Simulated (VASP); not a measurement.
# SiC (P6_3mc) in VASP: further runs, part 2 of 2

VASP 6.6.1. Earlier steps stand in the parts before.

**4. Relaxation of the atoms, LDA (10.14 Å³/atom)**

This run uses another cell than the first one, of 10.14 Å³/atom.

The input, INCAR:

```
SYSTEM = SiC
PREC = Accurate ; ENCUT = 520
EDIFF = 1E-6 ; ISMEAR = 0
SIGMA = 0.05 ; LREAL = .FALSE.
LASPH = .TRUE. ; NELM = 60
ALGO = Normal ; ISIF = 2
LWAVE = .FALSE. ; LCHARG = .FALSE.
GGA = CA ; IBRION = 2
NSW = 50 ; EDIFFG = -0.01
```

The input, KPOINTS:

```
Automatic mesh
0
G
  12 12 6
  0 0 0
```

The input, POSCAR:

```
SiC
1.0
    3.1389399476      0.0000000000      0.0000000000
   -1.5694699738      2.7184017355      0.0000000000
    0.0000000000      0.0000000000      4.7551801266
Si C
2 2
Direct
    0.3333333333      0.6666666667      0.0046041256
    0.6666666667      0.3333333333      0.5046041256
    0.3333333333      0.6666666667      0.3803958744
    0.6666666667      0.3333333333      0.8803958744
```

Potentials or basis: VASP PAW LDA potentials, release 64 (Si, C).

Launch:

```sh
cat potpaw_LDA.64/Si/POTCAR potpaw_LDA.64/C/POTCAR > POTCAR
mpirun -np 1 vasp_std > vasp.out
```

OUTCAR:

```text
SYSTEM = SiC
   PREC = Accurate
   ENCUT = 520
   EDIFF = 1E-6
   ISMEAR = 0
   LREAL = .FALSE.
   LASPH = .TRUE.
   NELM = 60
   ISIF = 2
   GGA = CA
   IBRION = 2
   NSW = 50
   EDIFFG = -0.01

 ion  position               nearest neighbor table
   1  0.333  0.667  0.005-   3 1.79   4 1.91   4 1.91   4 1.91   2 2.99   2 2.99   2 2.99   2 2.99
                             2 2.99   2 2.99
   2  0.667  0.333  0.505-   4 1.79   3 1.91   3 1.91   3 1.91   1 2.99   1 2.99   1 2.99   1 2.99
                             1 2.99   1 2.99
   3  0.333  0.667  0.380-   1 1.79   2 1.91   2 1.91   2 1.91
   4  0.667  0.333  0.880-   2 1.79   1 1.91   1 1.91   1 1.91

  LATTYP: Found a hexagonal cell.
 ALAT       =     3.1389399476
 C/A-ratio  =     1.5149000000

  Lattice vectors:

 A1 = (   3.1389399476,   0.0000000000,   0.0000000000)
[... 283 lines left out ...]
      4       6.5410      2.00000
      5       6.5410      2.00000
      6       8.2652      2.00000
      7       8.2652      2.00000
      8       8.8806      2.00000
      9      12.0551      0.00000
     10      14.4577      0.00000
     11      14.4577      0.00000
     12      15.0912      0.00000
[... 331 lines left out ...]
 k-point    24 :       0.3333    0.0000    0.1667
  band No.  band energies     occupation
      1      -5.2871      2.00000
      2      -2.2770      2.00000
      3       0.9288      2.00000
      4       2.9422      2.00000
      5       3.7517      2.00000
      6       5.0793      2.00000
      7       7.0863      2.00000
      8       7.2742      2.00000
      9      11.2404      0.00000
     10      13.2333      0.00000
     11      15.6905      0.00000
     12      16.1800      0.00000

 [... further k-points ...]

------------------------ aborting loop because EDIFF is reached ----------------------------------------

  FORCE on cell =-STRESS in cart. coord.  units (eV):
  Direction    XX          YY          ZZ          XY          YZ          ZX
  --------------------------------------------------------------------------------------
  -------------------------------------------------------------------------------------
  Total       -3.1238129     -3.1238129      6.5659483      0.0000000      0.0000000      0.0000000
  in kB     -123.3479638   -123.3479638    259.2653179      0.0000000      0.0000000      0.0000000
  external PRESSURE =       4.1897968 kB  Pullay stress =       0.0000000 kB
[... 19 lines left out ...]
  FREE ENERGIE OF THE ION-ELECTRON SYSTEM (eV)
  ---------------------------------------------------
  free  energy   TOTEN  =       -33.0100939886 eV

  energy  without entropy=      -33.0100939886  energy(sigma->0) =      -33.01009399

 reached required accuracy - stopping structural energy minimisation
```

CONTCAR:

```text
SiC
   1.00000000000000
     3.1389399475999999    0.0000000000000000    0.0000000000000000
    -1.5694699738000000    2.7184017355000001    0.0000000000000000
     0.0000000000000000    0.0000000000000000    4.7551801266000000
  Si              C
     2     2
Direct
     0.3333333332999970    0.6666666667000030    0.9990230468438428
     0.6666666667000030    0.3333333332999970    0.4990230468438428
     0.3333333332999970    0.6666666667000030    0.3859769531561552
     0.6666666667000030    0.3333333332999970    0.8859769531561552

  0.00000000E+00  0.00000000E+00  0.00000000E+00
  0.00000000E+00  0.00000000E+00  0.00000000E+00
  0.00000000E+00  0.00000000E+00  0.00000000E+00
  0.00000000E+00  0.00000000E+00  0.00000000E+00
```

It took 99 s on 1 thread of Intel Xeon 8259CL, shared host; peak memory 0.12 GiB.

What came out:

```
Free energy               : -33.0101 eV
Energy gained by relaxing : 15.2 meV/atom
Ionic steps               : 3
Pressure after relaxing   : 0.4 GPa
Band gap on the k mesh    : 1.61 eV (least direct gap 3.17 eV)
```

The path:
```tsv
step	energy change (eV)	largest force (eV/Å)	pressure (GPa)
1	0.0000	1.1940	2.16
2	0.0075	1.0349	-0.76
3	-0.0606	0.0003	0.42
```

Final structure:
```yaml
crystal:
  lattice:
    - [3.13894, 0.00000, 0.00000]
    - [-1.56947, 2.71840, 0.00000]
    - [0.00000, 0.00000, 4.75518]
  atoms:
    - { symbol: Si, position: [0.33333, 0.66667, 0.99902] }
    - { symbol: Si, position: [0.66667, 0.33333, 0.49902] }
    - { symbol: C, position: [0.33333, 0.66667, 0.38598] }
    - { symbol: C, position: [0.66667, 0.33333, 0.88598] }
```

Levels at points of the mesh, in eV from the valence-band top:
```
           k point  band 4  band 5  band 6  band 7  band 8  band 9  band 10  band 11  band 12
(0.00, 0.00, 0.00)   -2.34   -2.34   -0.62   -0.62    0.00    3.17     5.58     5.58     6.21
(0.50, 0.00, 0.00)   -6.34   -5.89   -4.28   -3.70   -1.60    1.61     4.35     6.43     6.58
(0.00, 0.00, 0.50)   -4.11   -1.56   -1.56   -1.56   -1.56    4.62     4.62     6.30     6.30
(0.50, 0.00, 0.50)   -8.86   -3.21   -3.21   -2.27   -2.27    2.91     2.91     5.21     5.21
```

A k mesh can miss the band edges. As with any semilocal functional, this LDA gap is likely too small.

**5. Relaxation of the atoms, LDA (10.14 Å³/atom)**

This run uses another cell than the first one, of 10.14 Å³/atom.

The input, INCAR:

```
SYSTEM = SiC
  ALGO = Normal
  EDIFF = 1E-6
  EDIFFG = -0.01
  ENCUT = 520
  IBRION = 2
  ISIF = 2
  ISMEAR = 0
  LASPH = .True.
  LCHARG = .False.
  LREAL = .False.
  LWAVE = .False.
  NELM = 100
  NSW = 50
  PREC = Accurate
  SIGMA = 0.05
```

The input, KPOINTS:

```
k-points
0
Gamma
  12 12 6
  0 0 0
```

The input, POSCAR:

```
SiC
1.0
    3.0561890961      0.0000000000      0.0000000000
   -1.5280945481      2.6467373960      0.0000000000
    0.0000000000      0.0000000000      5.0161734257
Si C
2 2
Direct
    0.3333333333      0.6666666667      0.0046041256
    0.6666666667      0.3333333333      0.5046041256
    0.3333333333      0.6666666667      0.3803958744
    0.6666666667      0.3333333333      0.8803958744
```

Potentials or basis: VASP PAW LDA potentials, release 64 (Si, C).

Launch:

```sh
cat potpaw_LDA.64/Si/POTCAR potpaw_LDA.64/C/POTCAR > POTCAR
mpirun -np 1 vasp_std > vasp.out
```

OUTCAR:

```text
SYSTEM = SiC
   EDIFF = 1E-6
   EDIFFG = -0.01
   ENCUT = 520
   IBRION = 2
   ISIF = 2
   ISMEAR = 0
   LASPH = .True.
   LREAL = .False.
   NELM = 100
   NSW = 50
   PREC = Accurate

 ion  position               nearest neighbor table
   1  0.333  0.667  0.005-   4 1.87   4 1.87   4 1.87   3 1.89   2 3.07   2 3.07   2 3.07   2 3.07
                             2 3.07   2 3.07
   2  0.667  0.333  0.505-   3 1.87   3 1.87   3 1.87   4 1.89   1 3.07   1 3.07   1 3.07   1 3.07
                             1 3.07   1 3.07
   3  0.333  0.667  0.380-   2 1.87   2 1.87   2 1.87   1 1.89
   4  0.667  0.333  0.880-   1 1.87   1 1.87   1 1.87   2 1.89

  LATTYP: Found a hexagonal cell.
 ALAT       =     3.0561890961
 C/A-ratio  =     1.6413164461

  Lattice vectors:

 A1 = (   3.0561890961,   0.0000000000,   0.0000000000)
 A2 = (  -1.5280945481,   2.6467373960,   0.0000000000)
 A3 = (   0.0000000000,   0.0000000000,   5.0161734257)

Analysis of symmetry for initial positions (statically):
=====================================================================
 Subroutine PRICEL returns:
 Original cell was already a primitive cell.

 Routine SETGRP: Setting up the symmetry group for a
 hexagonal supercell.

 Subroutine GETGRP returns: Found 12 space group operations
 (whereof  6 operations were pure point group operations)
 out of a pool of 24 trial point group operations.

The static configuration has the point symmetry C_3v.
 The point group associated with its full space group is C_6v.

Analysis of symmetry for dynamics (positions and initial velocities):
=====================================================================
 Subroutine PRICEL returns:
 Original cell was already a primitive cell.

 Routine SETGRP: Setting up the symmetry group for a
 hexagonal supercell.

 Subroutine GETGRP returns: Found 12 space group operations
 (whereof  6 operations were pure point group operations)
 out of a pool of 24 trial point group operations.

The dynamic configuration has the point symmetry C_3v.
 The point group associated with its full space group is C_6v.

[... 138 lines left out ...]
 maximum number of plane-waves:      1108
 NGX is ok and might be reduce to    24
   NGX = 11   NGY = 11   NGZ = 19

 number of electron      15.9999998 magnetization

 Free energy of the ion-electron system (eV)
  ---------------------------------------------------
  ext. energy  EPLUGINS =         0.00000000
  ---------------------------------------------------
  free energy    TOTEN  =       -33.27591445 eV

  energy without entropy =      -33.27591445  energy(sigma->0) =      -33.27591445

 E-fermi :   8.6501     XC(G=0): -11.6331

 val. band max:        8.4353184299   @ k =   0.0000   0.0000   0.0000
 cond. band min:      10.5502796988   @ k =   0.3333   0.3333   0.0000
 fundamental gap:      2.1149612689
 Fermi energy:         8.6500778390

 k-point     1 :       0.0000    0.0000    0.0000
  band No.  band energies     occupation
      1      -7.1984      2.00000
      2      -3.5092      2.00000
      3      -0.3935      2.00000
      4       7.1107      2.00000
      5       7.1107      2.00000
      6       8.3194      2.00000
      7       8.4353      2.00000
      8       8.4353      2.00000
      9      13.3623      0.00000
     10      14.8562      0.00000
     11      15.1036      0.00000
     12      15.1036      0.00000
[... 331 lines left out ...]
 k-point    24 :       0.3333    0.0000    0.1667
  band No.  band energies     occupation
      1      -5.1785      2.00000
      2      -2.5258      2.00000
      3       1.0631      2.00000
      4       2.6977      2.00000
      5       3.6574      2.00000
      6       5.5494      2.00000
      7       6.8070      2.00000
      8       7.3235      2.00000
      9      11.7764      0.00000
     10      12.8824      0.00000
     11      15.2924      0.00000
     12      16.2699      0.00000

 [... further k-points ...]

------------------------ aborting loop because EDIFF is reached ----------------------------------------

  FORCE on cell =-STRESS in cart. coord.  units (eV):
  Direction    XX          YY          ZZ          XY          YZ          ZX
  --------------------------------------------------------------------------------------
  -------------------------------------------------------------------------------------
  Total        0.1115850      0.1115850      0.1038154     -0.0000000      0.0000000      0.0000000
  in kB        4.4060836      4.4060836      4.0992926     -0.0000000      0.0000000      0.0000000
  external PRESSURE =       4.3038199 kB  Pullay stress =       0.0000000 kB

 VOLUME and BASIS-vectors are now :
 -----------------------------------------------------------------------------
  energy-cutoff  :      520.00
  volume of cell :       40.58
      direct lattice vectors                 reciprocal lattice vectors
     3.056189096  0.000000000  0.000000000     0.327204884  0.188911828  0.000000000
    -1.528094548  2.646737396  0.000000000     0.000000000  0.377823656  0.000000000
     0.000000000  0.000000000  5.016173426     0.000000000  0.000000000  0.199355149

 POSITION                                       TOTAL-FORCE (eV/Angst)
 -----------------------------------------------------------------------------------
     -0.00000      1.76449      0.02310         0.000000     -0.000000     -0.000009
      1.52809      0.88225      2.53118        -0.000000      0.000000     -0.000009
     -0.00000      1.76449      1.90813        -0.000000     -0.000000      0.000009
      1.52809      0.88225      4.41622         0.000000      0.000000      0.000009
 -----------------------------------------------------------------------------------
    total drift:                               -0.000000      0.000000     -0.000219

  FREE ENERGIE OF THE ION-ELECTRON SYSTEM (eV)
  ---------------------------------------------------
  free  energy   TOTEN  =       -33.2759144511 eV

  energy  without entropy=      -33.2759144511  energy(sigma->0) =      -33.27591445

 reached required accuracy - stopping structural energy minimisation
```

It took 52 s on 1 thread of Intel Xeon 8259CL, shared host; peak memory 0.13 GiB.

What came out:

```yaml
Free_energy: -33.2759 eV
Pressure_after_relaxing: 0.4 GPa
Band_gap_on_the_k_mesh: 2.12 eV (least direct gap 3.91 eV)
```

Final structure:
```yaml
crystal:
  lattice:
    - [3.05619, 0.00000, 0.00000]
    - [-1.52809, 2.64674, 0.00000]
    - [0.00000, 0.00000, 5.01617]
  atoms:
    - { symbol: Si, position: [0.33333, 0.66667, 0.00460] }
    - { symbol: Si, position: [0.66667, 0.33333, 0.50460] }
    - { symbol: C, position: [0.33333, 0.66667, 0.38040] }
    - { symbol: C, position: [0.66667, 0.33333, 0.88040] }
```

Levels at points of the mesh, in eV from the valence-band top:
| k point | band 4 | band 5 | band 6 | band 7 | band 8 | band 9 | band 10 | band 11 | band 12 |
| --- | --- | --- | --- | --- | --- | --- | --- | --- | --- |
| (0.00, 0.00, 0.00) | -1.32 | -1.32 | -0.12 | 0.00 | 0.00 | 4.93 | 6.42 | 6.67 | 6.67 |
| (0.50, 0.00, 0.00) | -6.32 | -5.51 | -3.37 | -3.36 | -1.20 | 2.71 | 4.16 | 6.96 | 7.11 |
| (0.00, 0.00, 0.50) | -4.46 | -0.72 | -0.72 | -0.72 | -0.72 | 6.00 | 6.00 | 7.35 | 7.35 |
| (0.50, 0.00, 0.50) | -8.37 | -2.48 | -2.48 | -2.35 | -2.35 | 3.25 | 3.25 | 5.23 | 5.23 |

A k mesh can miss the band edges. Expect the measured gap to be larger: semilocal functionals such as LDA lack the derivative discontinuity.

**6. The runs side by side**

```tsv
cell	gap on the mesh (eV)	pressure (GPa)
atoms relaxed from a = 3.136, b = 3.136, c = 5.146 Å, angles 90.0, 90.0, 120.0°, 4 atoms	2.25	-14.9
atoms relaxed from a = 3.053, b = 3.053, c = 5.429 Å, angles 90.0, 90.0, 120.0°, 4 atoms	1.84	-13.5
atoms relaxed from a = 3.139, b = 3.139, c = 4.755 Å, angles 90.0, 90.0, 120.0°, 4 atoms	1.61	0.4
atoms relaxed from a = 3.056, b = 3.056, c = 5.016 Å, angles 90.0, 90.0, 120.0°, 4 atoms	2.12	0.4
```

Alike in all rows: task relaxation of the atoms; level LDA; potentials or basis VASP PAW LDA potentials, release 64 (Si, C); no spin polarisation; k mesh 12 × 12 × 6; cutoff (eV) 520; smearing gaussian 0.05 eV.

Total energies depend on the potentials used, so only differences within one code and one set of settings carry meaning.
